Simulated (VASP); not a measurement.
# Si2Mo in VASP: further runs

The runs below take Si2Mo through single point, relaxation of shape and atoms at fixed volume, with PBE.

All numbers are computed with VASP 6.6.1; they aren't measurements. Logs are shortened: lines on timing, memory, paths and dates and some standing lists are left out, and cuts for length are marked.

**1. The cell of the first run**

It takes space group I4/mmm (No. 139, tetragonal). Conventional cell: a = 3.217 Å, b = 3.217 Å, c = 7.873 Å, α = 90.00°, β = 90.00°, γ = 90.00°. Si (site symmetry 4mm) has 9 Si at 2.60 to 3.22 Å and 5 Mo at 2.62 to 2.64 Å within 3.4 Å. Within 3.5 Å of Mo (site symmetry 4/mmm) lie 10 Si at 2.62 to 2.64 Å and 4 Mo at 3.22 Å.

**2. Single point, PBE, collinear spin**

File INCAR:

```
PREC = Accurate ; ENCUT = 520
EDIFF = 1E-7 ; ISMEAR = 0
SIGMA = 0.05 ; LREAL = F
LASPH = T ; NELM = 150
ALGO = Normal ; ISIF = 2
LWAVE = F ; LCHARG = T
ISPIN = 2 ; MAGMOM = 1 0.5 1
LORBIT = 11 ; LMAXMIX = 4
GGA = PE ; LELF = T
LVHAR = T ; NBANDS = 22
```

File KPOINTS:

```
Automatic mesh
0
Gamma
  14 14 14
```

File POSCAR:

```
Si2Mo
1.0
   -1.6085189520      1.6085189520      3.9365666220
    1.6085189520     -1.6085189520      3.9365666220
    1.6085189520      1.6085189520     -3.9365666220
Si Mo
2 1
Direct
    0.3351149525      0.3351149525      0.0000000000
    0.6648850475      0.6648850475      0.0000000000
    0.0000000000      0.0000000000      0.0000000000
```

Potentials or basis: VASP PAW PBE potentials, release 64 (Si, Mo_sv).

The run is started by

```sh
cat potpaw_PBE.64/Si/POTCAR potpaw_PBE.64/Mo_sv/POTCAR > POTCAR
mpirun -np 1 vasp_std > vasp.out
```

OUTCAR:

```text
PREC = Accurate
   ENCUT = 520
   EDIFF = 1E-7
   ISMEAR = 0
   LREAL = F
   LASPH = T
   NELM = 150
   ISIF = 2
   ISPIN = 2
   LORBIT = 11
   GGA = PE

 ion  position               nearest neighbor table
   1  0.335  0.335  0.000-   2 2.60   3 2.62   3 2.62   3 2.62   3 2.62   3 2.64   2 2.64   2 2.64
                             2 2.64   2 2.64
   2  0.665  0.665  0.000-   1 2.60   3 2.62   3 2.62   3 2.62   3 2.62   3 2.64   1 2.64   1 2.64
                             1 2.64   1 2.64
   3  0.000  0.000  0.000-   2 2.62   1 2.62   2 2.62   1 2.62   2 2.62   1 2.62   1 2.62   2 2.62
                             1 2.64   2 2.64

  LATTYP: Found a body centered tetragonal cell.
 ALAT       =     3.2170379040
 C/A-ratio  =     2.4473237428

  Lattice vectors:

 A1 = (  -1.6085189520,   1.6085189520,   3.9365666220)
 A2 = (   1.6085189520,  -1.6085189520,   3.9365666220)
 A3 = (   1.6085189520,   1.6085189520,  -3.9365666220)

Analysis of symmetry for initial positions (statically):
=====================================================================
 Subroutine PRICEL returns:
 Original cell was already a primitive cell.

 Routine SETGRP: Setting up the symmetry group for a
 body centered tetragonal supercell.

 Subroutine GETGRP returns: Found 16 space group operations
 (whereof 16 operations were pure point group operations)
 out of a pool of 16 trial point group operations.

The static configuration has the point symmetry D_4h.

Analysis of symmetry for dynamics (positions and initial velocities):
=====================================================================
 Subroutine PRICEL returns:
 Original cell was already a primitive cell.

 Routine SETGRP: Setting up the symmetry group for a
 body centered tetragonal supercell.

 Subroutine GETGRP returns: Found 16 space group operations
 (whereof 16 operations were pure point group operations)
 out of a pool of 16 trial point group operations.

The dynamic configuration has the point symmetry D_4h.

Analysis of structural, dynamic, and magnetic symmetry:
=====================================================================
 Subroutine PRICEL returns:
 Original cell was already a primitive cell.

 Routine SETGRP: Setting up the symmetry group for a
 body centered tetragonal supercell.

 Subroutine GETGRP returns: Found  8 space group operations
 (whereof  8 operations were pure point group operations)
 out of a pool of 16 trial point group operations.

The overall configuration has the point symmetry C_4v.

 Subroutine INISYM returns: Found  8 space group operations
 (whereof  8 operations are pure point group operations),
 and found     1 'primitive' translations

----------------------------------------------------------------------------------------

                                     Primitive cell

  volume of cell :      40.7408

  direct lattice vectors                    reciprocal lattice vectors
    -1.608518952  1.608518952  3.936566622     0.000000000  0.310844954  0.127014236
     1.608518952 -1.608518952  3.936566622     0.310844954  0.000000000  0.127014236
     1.608518952  1.608518952 -3.936566622     0.310844954  0.310844954  0.000000000

  length of vectors
     4.546561691  4.546561691  4.546561691     0.335793391  0.335793391  0.439601150

  position of ions in fractional coordinates (direct lattice)
     0.335114952  0.335114952  0.000000000
     0.664885048  0.664885048  0.000000000
     0.000000000  0.000000000  0.000000000

  ion indices of the primitive-cell ions
   primitive index   ion index
                 1           1
                 2           2
                 3           3

----------------------------------------------------------------------------------------

 KPOINTS: Automatic mesh

Automatic generation of k-mesh.
 Grid dimensions read from file:
 generate k-points for:   14   14   14

 Generating k-lattice:

  Cartesian coordinates                     Fractional coordinates (reciprocal lattice)
     0.000000000  0.022203211  0.009072445     0.071428571  0.000000000  0.000000000
     0.022203211  0.000000000  0.009072445     0.000000000  0.071428571  0.000000000
     0.022203211  0.022203211  0.000000000     0.000000000  0.000000000  0.071428571

  Length of vectors
     0.023985242  0.023985242  0.031400082

  Shift w.r.t. Gamma in fractional coordinates (k-lattice)
     0.000000000  0.000000000  0.000000000

 Subroutine IBZKPT returns following result:
 ===========================================

 Found    244 irreducible k-points:

 Following reciprocal coordinates:
            Coordinates               Weight
  0.000000  0.000000  0.000000      1.000000
  0.071429  0.000000 -0.000000      8.000000
  0.142857  0.000000 -0.000000      8.000000
  0.214286  0.000000  0.000000      8.000000
  0.285714  0.000000 -0.000000      8.000000
  0.357143  0.000000  0.000000      8.000000
[... 16 lines left out ...]
  0.214286  0.142857  0.000000     16.000000
  0.285714  0.142857  0.000000     16.000000
 [... further k-points ...]
   k-points           NKPTS =    244   k-points in BZ     NKDIM =    244   number of bands    NBANDS=     22
   number of dos      NEDOS =    301   number of ions     NIONS =      3
   total plane-waves  NPLWV =  46656
   dimension x,y,z NGX =    36 NGY =   36 NGZ =   36
   dimension x,y,z NGXF=    72 NGYF=   72 NGZF=   72
   ions per type =               2   1
   NGX,Y,Z   is equivalent  to a cutoff of  13.16, 13.16, 13.16 a.u.
   NGXF,Y,Z  is equivalent  to a cutoff of  26.33, 26.33, 26.33 a.u.
 SYSTEM =  unknown system
   PREC   = accura    normal or accurate (medium, high low for compatibility)
   ISTART =      0    job   : 0-new  1-cont  2-samecut
   ICHARG =      2    charge: 1-file 2-atom 10-const
   ISPIN  =      2    spin polarized calculation?
   LNONCOLLINEAR =      F non collinear calculations
   LSORBIT =      F    spin-orbit coupling
   LASPH  =      T    aspherical Exc in radial PAW
   ENCUT  =  520.0 eV  38.22 Ry    6.18 a.u.   8.45  8.45  8.45*2*pi/ulx,y,z
   NELM   =    150;   NELMIN=  2; NELMDL= -5     # of ELM steps
   EDIFF  = 0.1E-06   stopping-criterion for ELM
   LREAL  =      F    real-space projection
   EDIFFG = 0.1E-05   stopping-criterion for IOM
   NSW    =      0    number of steps for IOM
   IBRION =     -1    ionic relax: 0-MD 1-quasi-New 2-CG
   NFREE  =      0    steps in history (QN), initial steepest desc. (CG)
   ISIF   =      2    stress and relaxation
   ISYM   =      2    0-nonsym 1-usesym 2-fastsym
   POTIM  = 0.5000    time-step for ionic-motion
   TEBEG  =    0.0;   TEEND  =   0.0 temperature during run
   PSTRESS=    0.0 pullay stress
   NELECT =      22.0000    total number of electrons
   NUPDOWN=      -1.0000    fix difference up-down
   EMIN   =  10.00;   EMAX   =-10.00  energy-range for DOS
   EFERMI =   0.00;   METHOD = LEGACY
   ISMEAR =     0;   SIGMA  =   0.05  broadening in eV -4-tet -1-fermi 0-gaus
   EFERMI_NEDOS =   21; number of points for ismear=-14 and -15
   IALGO  =     38    algorithm
   IMIX   =      4    mixing-type and parameters
     AMIX     =   0.40;   BMIX     =  1.00
     AMIX_MAG =   1.60;   BMIX_MAG =  1.00
  volume/ion in A,a.u.               =      13.58        91.64
  Fermi-wavevector in a.u.,A,eV,Ry     =   1.333130  2.519250 24.180747  1.777235
  Thomas-Fermi vector in A             =   2.462012
   LORBIT       =     11    0 simple, 1 ext, 2 COOP (PROOUT), +10 PAW based schemes
   GGA     = PE    functional components
   LHFCALC =     F    Hartree Fock is set to
   AEXX    =    0.0000 exact exchange contribution
   IVDW    =     0    specifies the selected vdW correction
   LEPSILON=     F    determine dielectric tensor
   LRPA    =     F    only Hartree local field effects (RPA)
 spin polarized calculation
 Gauss-broadening in eV      SIGMA  =   0.05
  energy-cutoff  :      520.00
  volume of cell :       40.74
 maximum number of plane-waves:      1130
 NGX is ok and might be reduce to    36
   NGX = 17   NGY = 17   NGZ = 17

 number of electron      22.0000000 magnetization      -0.0000184

 number of electron      22.0000000 magnetization       0.0000052

 Free energy of the ion-electron system (eV)
  ---------------------------------------------------
  ext. energy  EPLUGINS =         0.00000000
  ---------------------------------------------------
  free energy    TOTEN  =       -23.26126962 eV

  energy without entropy =      -23.26074145  energy(sigma->0) =      -23.26100554

 E-fermi :  12.1165     XC(G=0): -12.3685

 val. band max:       12.1128838531   @ k =  -0.4286  -0.4286   0.3571
 cond. band min:      12.1246655330   @ k =  -0.4286  -0.4286   0.4286
 fundamental gap:      0.0117816800
 Fermi energy:        12.1165480777

 spin component 1

 k-point     1 :       0.0000    0.0000    0.0000
  band No.  band energies     occupation
      1     -48.6657      1.00000
      2     -22.8065      1.00000
      3     -22.7404      1.00000
      4     -22.7404      1.00000
      5      -1.2500      1.00000
      6       5.7634      1.00000
[... 14 lines left out ...]
     21      25.7009      0.00000
     22      26.9542      0.00000

 k-point     2 :       0.0714    0.0000   -0.0000
  band No.  band energies     occupation
      1     -48.6649      1.00000
      2     -22.8055      1.00000
      3     -22.7526      1.00000
      4     -22.7393      1.00000
      5      -1.1582      1.00000
      6       5.7660      1.00000
[... 14 lines left out ...]
     21      25.1620      0.00000
     22      26.3434      0.00000
[... 523 lines left out ...]
     21      24.3675      0.00000
     22      25.0555      0.00000

 k-point    24 :       0.2857    0.1429    0.0000
  band No.  band energies     occupation
      1     -48.6520      1.00000
      2     -22.8838      1.00000
      3     -22.7929      1.00000
      4     -22.7710      1.00000
      5       0.6373      1.00000
      6       4.7601      1.00000
[... 14 lines left out ...]
     21      23.7161      0.00000
     22      24.6010      0.00000

 [... further k-points ...]

 spin component 2

 k-point     1 :       0.0000    0.0000    0.0000
  band No.  band energies     occupation
      1     -48.6657      1.00000
      2     -22.8065      1.00000
      3     -22.7404      1.00000
      4     -22.7404      1.00000
      5      -1.2500      1.00000
      6       5.7634      1.00000
[... 14 lines left out ...]
     21      25.7009      0.00000
     22      26.9542      0.00000

 k-point     2 :       0.0714    0.0000   -0.0000
  band No.  band energies     occupation
      1     -48.6649      1.00000
      2     -22.8056      1.00000
      3     -22.7526      1.00000
      4     -22.7393      1.00000
      5      -1.1582      1.00000
      6       5.7660      1.00000
[... 14 lines left out ...]
     21      25.1620      0.00000
     22      26.3434      0.00000
[... 523 lines left out ...]
     21      24.3675      0.00000
     22      25.0555      0.00000

 k-point    24 :       0.2857    0.1429    0.0000
  band No.  band energies     occupation
      1     -48.6520      1.00000
      2     -22.8838      1.00000
      3     -22.7929      1.00000
      4     -22.7710      1.00000
      5       0.6373      1.00000
      6       4.7601      1.00000
[... 14 lines left out ...]
     21      23.7161      0.00000
     22      24.6010      0.00000

 [... further k-points ...]

------------------------ aborting loop because EDIFF is reached ----------------------------------------

  FORCE on cell =-STRESS in cart. coord.  units (eV):
  Direction    XX          YY          ZZ          XY          YZ          ZX
  --------------------------------------------------------------------------------------
  -------------------------------------------------------------------------------------
  Total        0.0394403      0.0394403      0.0293184      0.0000000      0.0000000      0.0000000
  in kB        1.5510336      1.5510336      1.1529759      0.0000000      0.0000000      0.0000000
  external PRESSURE =       1.4183477 kB  Pullay stress =       0.0000000 kB

 VOLUME and BASIS-vectors are now :
 -----------------------------------------------------------------------------
  energy-cutoff  :      520.00
  volume of cell :       40.74
      direct lattice vectors                 reciprocal lattice vectors
    -1.608518952  1.608518952  3.936566622     0.000000000  0.310844954  0.127014236
     1.608518952 -1.608518952  3.936566622     0.310844954  0.000000000  0.127014236
     1.608518952  1.608518952 -3.936566622     0.310844954  0.310844954  0.000000000

 POSITION                                       TOTAL-FORCE (eV/Angst)
 -----------------------------------------------------------------------------------
      0.00000      0.00000      2.63840         0.000000      0.000000     -0.004147
      0.00000      0.00000      5.23473        -0.000000     -0.000000      0.004145
      0.00000      0.00000      0.00000        -0.000000     -0.000000      0.000002
 -----------------------------------------------------------------------------------
    total drift:                               -0.000000     -0.000000      0.000009

  FREE ENERGIE OF THE ION-ELECTRON SYSTEM (eV)
  ---------------------------------------------------
  free  energy   TOTEN  =       -23.2612696210 eV

  energy  without entropy=      -23.2607414493  energy(sigma->0) =      -23.26100554

 total charge

# of ion       s       p       d       tot
------------------------------------------
    1        0.741   0.869   0.000   1.611
    2        0.741   0.869   0.000   1.611
    3        2.281   6.202   4.162  12.645
--------------------------------------------------
tot          3.764   7.941   4.162  15.867

 magnetization (x)

# of ion       s       p       d       tot
------------------------------------------
    1        0.000   0.000   0.000   0.000
    2        0.000   0.000   0.000   0.000
    3        0.000   0.000   0.000   0.000
--------------------------------------------------
tot          0.000   0.000   0.000   0.000
```

Wall time 4.3 min (1 thread of Intel Xeon 6975P-C (Granite Rapids), shared host); peak memory 0.47 GiB.

Results:

| Quantity | Value |
| --- | --- |
| Free energy | -23.2613 eV |
| Pressure | 0.1 GPa |
| Largest force | 0.004 eV/Å |
| Band gap on the k mesh | zero (filled and empty bands overlap) |
| Net moment | 0.00 μB per cell |
| Valence electrons inside the program's atomic spheres | Si 1.61; Mo 12.64 |

Forces on the atoms (eV/Å):
```
Si   0.000  0.000 -0.004
Si   0.000  0.000  0.004
Mo   0.000  0.000  0.000
```

**3. Single point, PBE**

File INCAR:

```
SYSTEM = Si2Mo
PREC = Accurate
ENCUT = 520
EDIFF = 1E-6
ISMEAR = 0
SIGMA = 0.05
LREAL = .False.
LASPH = .True.
NELM = 100
ALGO = Normal
ISIF = 2
LWAVE = .False.
LCHARG = .False.
GGA = PE
NBANDS = 18
```

File KPOINTS:

```
regular mesh
0
Gamma
  14 14 14
  0 0 0
```

File POSCAR:

```
Si2Mo
1.0
   -1.5691532858      1.6085189520      3.9204814325
    1.6478846182     -1.6085189520      3.9526518115
    1.5691532858      1.6085189520     -3.9204814325
Si Mo
2 1
Direct
    0.3351149525      0.3351149525      0.0000000000
    0.6648850475      0.6648850475      0.0000000000
    0.0000000000      0.0000000000      0.0000000000
```

Potentials or basis: VASP PAW PBE potentials, release 64 (Si, Mo_sv).

The run is started by

```sh
cat potpaw_PBE.64/Si/POTCAR potpaw_PBE.64/Mo_sv/POTCAR > POTCAR
mpirun -np 1 vasp_std > vasp.out
```

Wall time 23 min (1 thread of Oxide Virtual Turin-like, shared host); peak memory 0.58 GiB.

The run converged. Its results:

* Free energy: -23.2513 eV
* Pressure: 0.2 GPa
* Largest force: 0.033 eV/Å
* Band gap on the k mesh: zero (bands 11 and 12 overlap by 0.94 eV)

Forces on the atoms (eV/Å):
```
Si   0.032  0.000 -0.005
Si  -0.032  0.000  0.005
Mo   0.000  0.000  0.000
```

Stress tensor (GPa, compression positive):
```
 0.26  0.00 -3.91
 0.00  0.26  0.00
-3.91  0.00  0.19
```

Levels at points of the mesh, in eV from the Fermi level:
| k point | band 7 | band 8 | band 9 | band 10 | band 11 | band 12 | band 13 | band 14 | band 15 | band 16 |
| --- | --- | --- | --- | --- | --- | --- | --- | --- | --- | --- |
| (0.00, 0.00, 0.00) | -3.46 | -3.05 | -2.63 | -2.61 | 0.31 | 2.97 | 3.18 | 3.43 | 3.52 | 3.98 |
| (0.50, 0.00, 0.00) | -4.94 | -4.50 | -2.60 | -2.55 | -0.54 | 2.17 | 3.02 | 3.92 | 4.14 | 5.43 |
| (0.00, 0.50, 0.00) | -4.87 | -4.39 | -2.66 | -2.59 | -0.55 | 2.19 | 2.96 | 3.93 | 4.01 | 5.53 |
| (0.50, 0.50, 0.00) | -5.63 | -5.24 | -4.43 | -3.03 | -1.25 | 2.22 | 2.61 | 3.04 | 3.28 | 4.74 |
| (0.50, 0.00, 0.50) | -5.00 | -4.60 | -2.59 | -2.47 | -0.51 | 2.14 | 3.10 | 3.84 | 4.33 | 5.33 |
| (0.50, 0.50, 0.50) | -3.50 | -2.19 | -0.61 | -0.61 | -0.53 | -0.52 | 0.45 | 4.65 | 4.95 | 5.99 |

**4. Relaxation of shape and atoms at fixed volume, PBE (14.94 Å³/atom)**

This run uses another cell than the first one, of 14.94 Å³/atom.

File INCAR:

```
SYSTEM = Si2Mo
PREC     = Accurate       ! precision mode
ENCUT    = 600            ! plane-wave cutoff, eV
EDIFF    = 1E-6           ! SCF threshold, eV
ISMEAR   = 0              ! smearing method
SIGMA    = 0.05           ! smearing width, eV
LREAL    = .False.        ! projectors in reciprocal space
LASPH    = .True.         ! aspherical terms in the spheres
NELM     = 60             ! most SCF steps
ALGO     = Normal         ! electronic algorithm
ISIF     = 4              ! what is computed and relaxed
LWAVE    = .False.        ! write WAVECAR
LCHARG   = .False.        ! write CHGCAR
GGA      = PE             ! functional
IBRION   = 2              ! ionic algorithm
NSW      = 60             ! ionic steps
EDIFFG   = -0.01          ! ionic threshold
```

File KPOINTS:

```
Automatic mesh
0
Gamma
  14 14 14
  0 0 0
```

File POSCAR:

```
Si2Mo
1.0
   -1.6628076859      1.6628076859      4.0520855787
    1.6628076859     -1.6628076859      4.0520855787
    1.6628076859      1.6628076859     -4.0520855787
Si Mo
2 1
Direct
    0.3362833266      0.3362833266      0.0000000000
    0.6637166734      0.6637166734      0.0000000000
    0.0000000000      0.0000000000      0.0000000000
```

The run is started by

```sh
cat potpaw_PBE.64/Si/POTCAR potpaw_PBE.64/Mo_sv/POTCAR > POTCAR
mpirun -np 1 vasp_std > vasp.out
```

Wall time 19 min (1 thread of Oxide Virtual Turin-like, shared host); peak memory 0.36 GiB.

The run converged. Its results:

* Free energy: -23.0475 eV
* Energy gained by relaxing: 0.1 meV/atom
* Ionic steps: 4
* Pressure after relaxing: -15.6 GPa
* Band gap on the k mesh: zero (bands 11 and 12 overlap by 0.83 eV)

Step by step:
| step | energy change (eV) | largest force (eV/Å) | pressure (GPa) | volume (Å³) |
| --- | --- | --- | --- | --- |
| 1 | 0.0000 | 0.0640 | -15.68 | 44.81 |
| 2 | -0.0003 | 0.0141 | -15.60 | 44.81 |
| 3 | -0.0003 | 0.0162 | -15.60 | 44.81 |
| 4 | -0.0004 | 0.0014 | -15.60 | 44.81 |

Final structure:
```cif
data_structure
_symmetry_space_group_name_H-M 'P 1'
_symmetry_Int_Tables_number 1
_cell_length_a 4.6817
_cell_length_b 4.6817
_cell_length_c 4.6817
_cell_angle_alpha 138.368
_cell_angle_beta 138.368
_cell_angle_gamma 60.340
_cell_volume 44.81
loop_
_atom_site_label
_atom_site_type_symbol
_atom_site_fract_x
_atom_site_fract_y
_atom_site_fract_z
_atom_site_occupancy
Si1 Si 0.33679 0.33679 0.00000 1
Si2 Si 0.66321 0.66321 0.00000 1
Mo1 Mo 0.00000 0.00000 0.00000 1
```

Levels at points of the mesh, in eV from the Fermi level:
```
           k point  band 8  band 9  band 10  band 11  band 12  band 13  band 14  band 15
(0.00, 0.00, 0.00)   -2.60   -2.32    -2.32     0.26     2.58     3.08     3.08     3.62
(0.50, 0.00, 0.00)   -4.17   -2.35    -2.19    -0.40     1.87     2.93     3.28     3.84
(0.50, 0.50, 0.00)   -5.13   -4.01    -2.62    -1.25     1.91     2.26     2.86     3.09
(0.50, 0.50, 0.50)   -1.85   -0.50    -0.50    -0.48    -0.48     0.37     3.94     4.43
```

**5. The runs side by side**

```tsv
task	spin	cell	cutoff (eV)	gap on the mesh (eV)	pressure (GPa)
single point	collinear	a = 4.547 Å, angles 138.6, 138.6, 60.0°, 3 atoms	520	none	0.1
single point	off	a = 4.519, b = 4.575 Å, angles 138.6, 138.3, 60.0°, 3 atoms	520	none	0.2
relaxation of shape and atoms at fixed volume	off	relaxed from a = 4.685 Å, angles 138.4, 138.4, 60.3°, 3 atoms	600	none	-15.6
```

Alike in all rows: level PBE; potentials or basis VASP PAW PBE potentials, release 64 (Si, Mo_sv); k mesh 14 × 14 × 14; smearing gaussian 0.05 eV.

Absolute energies hang on the potentials; compare differences alone.
